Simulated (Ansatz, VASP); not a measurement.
**One calculation of Ti, two programs**

Contents of POSCAR:

```
Ti
1.0
    0.0000000000      1.9792500000      2.0807500000
    1.9792500000      0.0000000000      2.0807500000
    1.9792500000      1.9792500000      0.0000000000
Ti
1
Direct
    0.0000000000      0.0000000000      0.0000000000
```

Contents of INCAR.step1:

```
SYSTEM = Ti
PREC = Accurate
ENCUT = 520
ISMEAR = 0
SIGMA = 0.15
LREAL = .False.
LASPH = .True.
NELM = 80
NBANDS = 12
GGA = PE
ALGO = Normal
EDIFF = 1E-4
LWAVE = .True.
LCHARG = .False.
```

Contents of INCAR.step2:

```
SYSTEM = Ti
PREC = Accurate
ENCUT = 520
EDIFF = 1E-6
ISMEAR = 0
SIGMA = 0.15
LREAL = .False.
LASPH = .True.
NELM = 80
ALGO = Normal
ISIF = 2
LWAVE = .False.
LCHARG = .False.
METAGGA = R2SCAN
LMIXTAU = .True.
NBANDS = 12
ISTART = 1
```

Contents of KPOINTS:

```
Automatic mesh
0
Gamma
  20 20 20
  0 0 0
```

Input for Ansatz:

```yaml
crystal:
  lattice:
    - [0.0, 1.97925, 2.08075]
    - [1.97925, 0.0, 2.08075]
    - [1.97925, 1.97925, 0.0]
  atoms:
    - { symbol: Ti, position: [0.0, 0.0, 0.0] }
basis:
  ecutwfc: 500
kpoints:
  mp_grid: { grid: [20, 20, 20] }
hamiltonian:
  xc: r2scan
scf:
  occupations: { method: gaussian, width: 0.15 }
output:
  forces: true
  stress: true
  eigenvalues: true
  write_density: true
  write_potential: true
  elf: true
  volumetric_format: npy
```

Change from the starting cell: strain -0.025 along x and y, +0.025 along z, atoms carried along.

Alike in both runs: task single point; functional r2SCAN; k mesh 20 × 20 × 20; occupations gaussian, width 0.15 eV; no spin polarisation.

|  | VASP | Ansatz |
| --- | --- | --- |
| version | VASP 6.6.1 | Ansatz 0.2.0 |
| potentials or method | VASP PAW PBE potentials, release 64 (Ti_sv), cutoff 520 eV | scalar-relativistic, plane waves, PAW |
| valence electrons in the cell | 12 | 12 |

```tsv
	VASP	Ansatz	Ansatz less VASP
gap on the k mesh at the Fermi level (eV)	none	none	-
pressure (GPa)	8.2	7.7	-0.42
traceless stress, the component that is largest in VASP (GPa)	-1.01	-0.99	+0.020
```

VASP's potentials were made for PBE, not for r2SCAN. A gap of «none» marks a metal or a gap that the smearing closes.
